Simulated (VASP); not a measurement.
# ReBi2 (Pn-3m) in VASP: further runs, part 2 of 2

VASP 6.6.1. The steps go on from the part before.

### 3 Single point, PBE

This run uses another cell than the first one, of 35.22 Å³/atom.

Input file INCAR:

```
SYSTEM = ReBi2
ALGO = Fast
EDIFF = 1E-6
ENCUT = 520
GGA = PE
ISIF = 2
ISMEAR = 0
LASPH = .TRUE.
LCHARG = .FALSE.
LREAL = .FALSE.
LWAVE = .FALSE.
NBANDS = 46
NELM = 80
PREC = Accurate
SIGMA = 0.1
```

Input file KPOINTS:

```
k-points
0
G
  4 4 4
  0 0 0
```

Input file POSCAR:

```
ReBi2
1.0
    5.9565342927      0.0000000000      0.0000000000
    0.0000000000      5.9565342927      0.0000000000
    0.0000000000      0.0000000000      5.9565342927
Re Bi
2 4
Direct
    0.0000000000      0.0000000000      0.0000000000
    0.5000000000      0.5000000000      0.5000000000
    0.2500000000      0.2500000000      0.2500000000
    0.2500000000      0.7500000000      0.7500000000
    0.7500000000      0.7500000000      0.2500000000
    0.7500000000      0.2500000000      0.7500000000
```

Potentials or basis: VASP PAW PBE potentials, release 64 (Re, Bi_d).

Launch:

```console
> cat potpaw_PBE.64/Re/POTCAR potpaw_PBE.64/Bi_d/POTCAR > POTCAR
> mpirun -np 1 vasp_std > vasp.out
```

OUTCAR:

```text
SYSTEM = ReBi2
   EDIFF = 1E-6
   ENCUT = 520
   GGA = PE
   ISIF = 2
   ISMEAR = 0
   LASPH = .TRUE.
   LREAL = .FALSE.
   NELM = 80
   PREC = Accurate

 ion  position               nearest neighbor table
   1  0.000  0.000  0.000-   3 2.58   4 2.58   5 2.58   6 2.58
   2  0.500  0.500  0.500-   3 2.58   4 2.58   5 2.58   6 2.58
   3  0.250  0.250  0.250-   1 2.58   2 2.58
   4  0.250  0.750  0.750-   1 2.58   2 2.58
   5  0.750  0.750  0.250-   1 2.58   2 2.58
   6  0.750  0.250  0.750-   1 2.58   2 2.58

  LATTYP: Found a simple cubic cell.
 ALAT       =     5.9565342927

  Lattice vectors:

 A1 = (   5.9565342927,   0.0000000000,   0.0000000000)
 A2 = (   0.0000000000,   5.9565342927,   0.0000000000)
 A3 = (   0.0000000000,   0.0000000000,   5.9565342927)

Analysis of symmetry for initial positions (statically):
=====================================================================
 Subroutine PRICEL returns:
 Original cell was already a primitive cell.

 Routine SETGRP: Setting up the symmetry group for a
 simple cubic supercell.

 Subroutine GETGRP returns: Found 48 space group operations
 (whereof 24 operations were pure point group operations)
 out of a pool of 48 trial point group operations.

The static configuration has the point symmetry T_d .
 The point group associated with its full space group is O_h .

Analysis of symmetry for dynamics (positions and initial velocities):
=====================================================================
 Subroutine PRICEL returns:
 Original cell was already a primitive cell.

 Routine SETGRP: Setting up the symmetry group for a
 simple cubic supercell.

 Subroutine GETGRP returns: Found 48 space group operations
 (whereof 24 operations were pure point group operations)
 out of a pool of 48 trial point group operations.

The dynamic configuration has the point symmetry T_d .
 The point group associated with its full space group is O_h .

 Subroutine INISYM returns: Found 48 space group operations
 (whereof 24 operations are pure point group operations),
 and found     1 'primitive' translations

----------------------------------------------------------------------------------------

                                     Primitive cell

  volume of cell :     211.3396

  direct lattice vectors                    reciprocal lattice vectors
     5.956534293  0.000000000  0.000000000     0.167882858  0.000000000  0.000000000
     0.000000000  5.956534293  0.000000000     0.000000000  0.167882858  0.000000000
     0.000000000  0.000000000  5.956534293     0.000000000  0.000000000  0.167882858

  length of vectors
     5.956534293  5.956534293  5.956534293     0.167882858  0.167882858  0.167882858

  position of ions in fractional coordinates (direct lattice)
     0.000000000  0.000000000  0.000000000
     0.500000000  0.500000000  0.500000000
     0.250000000  0.250000000  0.250000000
     0.250000000  0.750000000  0.750000000
     0.750000000  0.750000000  0.250000000
     0.750000000  0.250000000  0.750000000

  ion indices of the primitive-cell ions
[... 33 lines left out ...]

 Following reciprocal coordinates:
            Coordinates               Weight
  0.000000  0.000000  0.000000      1.000000
  0.250000  0.000000  0.000000      6.000000
  0.500000  0.000000  0.000000      3.000000
  0.250000  0.250000  0.000000     12.000000
  0.500000  0.250000  0.000000     12.000000
  0.500000  0.500000  0.000000      3.000000
  0.250000  0.250000  0.250000      8.000000
  0.500000  0.250000  0.250000     12.000000
  0.500000  0.500000  0.250000      6.000000
  0.500000  0.500000  0.500000      1.000000
   k-points           NKPTS =     10   k-points in BZ     NKDIM =     10   number of bands    NBANDS=     46
   number of dos      NEDOS =    301   number of ions     NIONS =      6
   total plane-waves  NPLWV = 110592
   dimension x,y,z NGX =    48 NGY =   48 NGZ =   48
   dimension x,y,z NGXF=    96 NGYF=   96 NGZF=   96
   ions per type =               2   4
   NGX,Y,Z   is equivalent  to a cutoff of  13.40, 13.40, 13.40 a.u.
   NGXF,Y,Z  is equivalent  to a cutoff of  26.79, 26.79, 26.79 a.u.
 SYSTEM =  ReBi2
   PREC   = accura    normal or accurate (medium, high low for compatibility)
   ISTART =      0    job   : 0-new  1-cont  2-samecut
   ICHARG =      2    charge: 1-file 2-atom 10-const
   ISPIN  =      1    spin polarized calculation?
   LNONCOLLINEAR =      F non collinear calculations
   LSORBIT =      F    spin-orbit coupling
   LASPH  =      T    aspherical Exc in radial PAW
   ENCUT  =  520.0 eV  38.22 Ry    6.18 a.u.  11.08 11.08 11.08*2*pi/ulx,y,z
   NELM   =     80;   NELMIN=  2; NELMDL= -5     # of ELM steps
   EDIFF  = 0.1E-05   stopping-criterion for ELM
   LREAL  =      F    real-space projection
   EDIFFG = 0.1E-04   stopping-criterion for IOM
   NSW    =      0    number of steps for IOM
   IBRION =     -1    ionic relax: 0-MD 1-quasi-New 2-CG
   NFREE  =      0    steps in history (QN), initial steepest desc. (CG)
   ISIF   =      2    stress and relaxation
   ISYM   =      2    0-nonsym 1-usesym 2-fastsym
   POTIM  = 0.5000    time-step for ionic-motion
   TEBEG  =    0.0;   TEEND  =   0.0 temperature during run
   PSTRESS=    0.0 pullay stress
   NELECT =      74.0000    total number of electrons
   NUPDOWN=      -1.0000    fix difference up-down
   EMIN   =  10.00;   EMAX   =-10.00  energy-range for DOS
   EFERMI =   0.00;   METHOD = LEGACY
   ISMEAR =     0;   SIGMA  =   0.10  broadening in eV -4-tet -1-fermi 0-gaus
   EFERMI_NEDOS =   21; number of points for ismear=-14 and -15
   IALGO  =     68    algorithm
   IMIX   =      4    mixing-type and parameters
     AMIX     =   0.40;   BMIX     =  1.00
     AMIX_MAG =   1.60;   BMIX_MAG =  1.00
  volume/ion in A,a.u.               =      35.22       237.70
  Fermi-wavevector in a.u.,A,eV,Ry     =   1.153874  2.180506 18.115143  1.331425
  Thomas-Fermi vector in A             =   2.290515
   LORBIT       =      0    0 simple, 1 ext, 2 COOP (PROOUT), +10 PAW based schemes
   GGA     = PE    functional components
   LHFCALC =     F    Hartree Fock is set to
   AEXX    =    0.0000 exact exchange contribution
   IVDW    =     0    specifies the selected vdW correction
   LEPSILON=     F    determine dielectric tensor
   LRPA    =     F    only Hartree local field effects (RPA)
 non-spin polarized calculation
 RMM-DIIS sequential band-by-band and
 Gauss-broadening in eV      SIGMA  =   0.10
  energy-cutoff  :      520.00
  volume of cell :      211.34
 maximum number of plane-waves:      5716
 NGX is ok and might be reduce to    48
   NGX = 23   NGY = 23   NGZ = 23

 number of electron      73.9999997 magnetization

 Free energy of the ion-electron system (eV)
  ---------------------------------------------------
  ext. energy  EPLUGINS =         0.00000000
  ---------------------------------------------------
  free energy    TOTEN  =       -33.00142028 eV

  energy without entropy =      -32.98303926  energy(sigma->0) =      -32.99222977

 E-fermi :   4.2393     XC(G=0):  -9.1887

 val. band max:        4.2228562778   @ k =   0.5000   0.5000   0.2500
 cond. band min:       4.2834621040   @ k =   0.5000   0.5000   0.5000
 fundamental gap:      0.0606058262
 Fermi energy:         4.2393161891

 k-point     1 :       0.0000    0.0000    0.0000
  band No.  band energies     occupation
      1     -18.4445      2.00000
      2     -18.4445      2.00000
      3     -18.4380      2.00000
      4     -18.4380      2.00000
      5     -18.4380      2.00000
      6     -18.4187      2.00000
[... 479 lines left out ...]
     45       8.0277      0.00000
     46       8.0857      0.00000

------------------------ aborting loop because EDIFF is reached ----------------------------------------

  FORCE on cell =-STRESS in cart. coord.  units (eV):
  Direction    XX          YY          ZZ          XY          YZ          ZX
  --------------------------------------------------------------------------------------
  -------------------------------------------------------------------------------------
  Total        0.2403713      0.2403713      0.2403713      0.0000000     -0.0000000     -0.0000000
  in kB        1.8222678      1.8222678      1.8222678      0.0000000     -0.0000000     -0.0000000
  external PRESSURE =       1.8222678 kB  Pullay stress =       0.0000000 kB

 VOLUME and BASIS-vectors are now :
 -----------------------------------------------------------------------------
  energy-cutoff  :      520.00
  volume of cell :      211.34
      direct lattice vectors                 reciprocal lattice vectors
     5.956534293  0.000000000  0.000000000     0.167882858  0.000000000  0.000000000
     0.000000000  5.956534293  0.000000000     0.000000000  0.167882858  0.000000000
     0.000000000  0.000000000  5.956534293     0.000000000  0.000000000  0.167882858

 POSITION                                       TOTAL-FORCE (eV/Angst)
 -----------------------------------------------------------------------------------
      0.00000      0.00000      0.00000        -0.000000     -0.000000     -0.000000
      2.97827      2.97827      2.97827        -0.000000     -0.000000     -0.000000
      1.48913      1.48913      1.48913        -0.000000     -0.000000     -0.000000
      1.48913      4.46740      4.46740         0.000000      0.000000      0.000000
      4.46740      4.46740      1.48913         0.000000     -0.000000     -0.000000
      4.46740      1.48913      4.46740        -0.000000     -0.000000      0.000000
 -----------------------------------------------------------------------------------
    total drift:                               -0.000000     -0.000000      0.000000

  FREE ENERGIE OF THE ION-ELECTRON SYSTEM (eV)
  ---------------------------------------------------
  free  energy   TOTEN  =       -33.0014202817 eV

  energy  without entropy=      -32.9830392612  energy(sigma->0) =      -32.99222977
```

Run time: 92 s. Hardware: 1 thread of Intel Xeon 6975P-C (Granite Rapids), shared host; peak memory 0.35 GiB.

What came out:

* Free energy: -33.0014 eV
* Pressure: 0.2 GPa
* Band gap on the k mesh: zero (bands 37 and 38 overlap by 0.54 eV)

Levels at points of the mesh, in eV from the Fermi level:
```csv
k point,band 35,band 36,band 37,band 38,band 39,band 40
"(0.00, 0.00, 0.00)",-0.49,-0.12,-0.12,-0.12,0.16,0.16
"(0.50, 0.00, 0.00)",-0.71,-0.71,-0.32,-0.32,1.09,1.09
"(0.50, 0.50, 0.00)",-0.52,-0.52,-0.29,-0.29,1.41,1.41
"(0.50, 0.50, 0.50)",-0.76,0.04,0.04,0.04,1.47,1.47
```

Caveat: spin-orbit coupling is left out, which moves the levels of the heavy elements.

### 4 Single point, PBE

This run uses another cell than the first one, of 35.35 Å³/atom.

Input file INCAR:

```
  ALGO = Fast
  EDIFF = 1E-6
  ENCUT = 520
  GGA = PE
  ISIF = 2
  ISMEAR = 0
  LASPH = T
  LCHARG = F
  LREAL = F
  LWAVE = F
  NBANDS = 46
  NELM = 100
  PREC = Accurate
  SIGMA = 0.1
```

Input file KPOINTS:

```
k-points
0
Gamma
  6 6 6
```

POSCAR, as its differences from that of step 3:

```diff
@@ -2,5 +2,5 @@
 1.0
-    5.9565342927      0.0000000000      0.0000000000
-    0.0000000000      5.9565342927      0.0000000000
-    0.0000000000      0.0000000000      5.9565342927
+    5.9636501467      0.0000000000      0.0000000000
+    0.0000000000      5.9636501467      0.0000000000
+    0.0000000000      0.0000000000      5.9636501467
 Re Bi
```

Launch:

```console
> cat potpaw_PBE.64/Re/POTCAR potpaw_PBE.64/Bi_d/POTCAR > POTCAR
> mpirun -np 1 vasp_std > vasp.out
```

It took 2.5 min on 1 thread of Intel Xeon 6975P-C (Granite Rapids), shared host; peak memory 0.41 GiB.

Results (log left out):

```
Free energy            : -32.9655 eV
Pressure               : 0.0 GPa
Band gap on the k mesh : zero (bands 37 and 38 overlap by 0.48 eV)
```

Levels at points of the mesh, in eV from the Fermi level:
```
           k point  band 33  band 34  band 35  band 36  band 37  band 38  band 39  band 40  band 41  band 42
(0.00, 0.00, 0.00)    -0.50    -0.50    -0.50    -0.13    -0.13    -0.13     0.15     0.15     0.15     1.29
(0.50, 0.00, 0.00)    -0.79    -0.79    -0.72    -0.72    -0.32    -0.32     1.08     1.08     1.92     1.92
(0.50, 0.50, 0.00)    -1.50    -1.50    -0.52    -0.52    -0.29    -0.29     1.39     1.39     1.79     1.79
(0.50, 0.50, 0.50)    -1.93    -0.76    -0.76     0.04     0.04     0.04     1.45     1.45     1.45     3.26
```

Caveat: spin-orbit coupling is left out, which moves the levels of the heavy elements.

### 5 Overview

```tsv
cell	k mesh	gap on the mesh (eV)	pressure (GPa)
a = 5.555 Å, 6 atoms	4 × 4 × 4	none	23.7
a = 5.957 Å, 6 atoms	4 × 4 × 4	none	0.2
a = 5.964 Å, 6 atoms	6 × 6 × 6	none	0.0
```

Alike in all rows: task single point; level PBE; potentials or basis VASP PAW PBE potentials, release 64 (Re, Bi_d); no spin polarisation; cutoff (eV) 520; smearing gaussian 0.1 eV.

Caveats: spin-orbit coupling is left out, which moves the levels of the heavy elements; the cell stands under pressure (at least some runs).

Total energies depend on the potentials used, so only differences within one code and one set of settings carry meaning.
